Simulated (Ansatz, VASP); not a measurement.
# Two plane-wave programs on Al2Pt

The input INCAR:

```
PREC     = Accurate       # precision mode
ENCUT    = 520            # plane-wave cutoff, eV
EDIFF    = 1E-6           # SCF threshold, eV
ISMEAR   = 0              # smearing method
SIGMA    = 0.15           # smearing width, eV
LREAL    = F              # projectors in reciprocal space
LASPH    = T              # aspherical terms in the spheres
NELM     = 60             # most SCF steps
ALGO     = Fast           # electronic algorithm
ISIF     = 2              # what is computed and relaxed
LWAVE    = F              # write WAVECAR
LCHARG   = F              # write CHGCAR
GGA      = PE             # functional
NBANDS   = 34             # bands
```

Contents of KPOINTS:

```
Automatic mesh
0
Gamma
  13 13 5
```

The input POSCAR:

```
Al2Pt
1.0
    2.9732041201     -2.9732041201      0.0000000000
    2.9732041201      0.0000000000     -2.9732041201
    7.1011087787      7.1011087787      7.1011087787
Al Pt
6 3
Direct
    0.6666666667      0.6666666667      0.3489270879
    1.0000000000      0.0000000000      0.0697965828
    0.3333333333      0.3333333333      0.6280575930
    0.6666666667      0.6666666667      0.7676228455
    1.0000000000      1.0000000000      0.4884923404
    0.3333333333      0.3333333333      0.2093618353
    0.0000000000      0.0000000000      0.6978402193
    0.3333333333      0.3333333333      0.4187097142
    0.6666666667      0.6666666667      0.1395792091
```

Input for Ansatz:

```yaml
crystal:
  lattice:
    - [2.9732041201, -2.9732041201, 0.0]
    - [2.9732041201, 0.0, -2.9732041201]
    - [7.1011087787, 7.1011087787, 7.1011087787]
  atoms:
    - { symbol: Al, position: [0.6666666667, 0.6666666667, 0.3489270879] }
    - { symbol: Al, position: [1.0, 0.0, 0.0697965828] }
    - { symbol: Al, position: [0.3333333333, 0.3333333333, 0.628057593] }
    - { symbol: Al, position: [0.6666666667, 0.6666666667, 0.7676228455] }
    - { symbol: Al, position: [1.0, 1.0, 0.4884923404] }
    - { symbol: Al, position: [0.3333333333, 0.3333333333, 0.2093618353] }
    - { symbol: Pt, position: [0.0, 0.0, 0.6978402193] }
    - { symbol: Pt, position: [0.3333333333, 0.3333333333, 0.4187097142] }
    - { symbol: Pt, position: [0.6666666667, 0.6666666667, 0.1395792091] }
basis:
  ecutwfc: 420
kpoints:
  mp_grid: { grid: [13, 13, 5] }
hamiltonian:
  xc: pbe
scf:
  occupations: { method: gaussian, width: 0.15 }
output:
  forces: true
  stress: true
  eigenvalues: true
```

Alike in both runs: task single point; functional PBE; k mesh 13 × 13 × 5; occupations gaussian, width 0.15 eV; no spin polarisation.

|  | VASP | Ansatz |
| --- | --- | --- |
| version | VASP 6.6.1 | Ansatz 0.2.0 |
| potentials or method | VASP PAW PBE potentials, release 64 (Al, Pt), cutoff 520 eV | scalar-relativistic, plane waves, PAW |
| valence electrons in the cell | 48 | 72 |

```tsv
	VASP	Ansatz	Ansatz less VASP
gap on the k mesh at the Fermi level (eV)	none	none	-
pressure (GPa)	-2.9	-2.7	+0.12
traceless stress, the component that is largest in VASP (GPa)	-0.69	-0.70	-0.003
rms of the force components (eV/Å)	0.121	0.121	-0.0001
```

Atom by atom the forces differ by 0.002 eV/Å (rms over components). A gap of «none» marks a metal or a gap that the smearing closes. VASP's potentials hold 48 valence electrons a cell and Ansatz's 72, so a difference there can come from the potentials and not from the codes.

Neither program's run includes spin-orbit coupling.
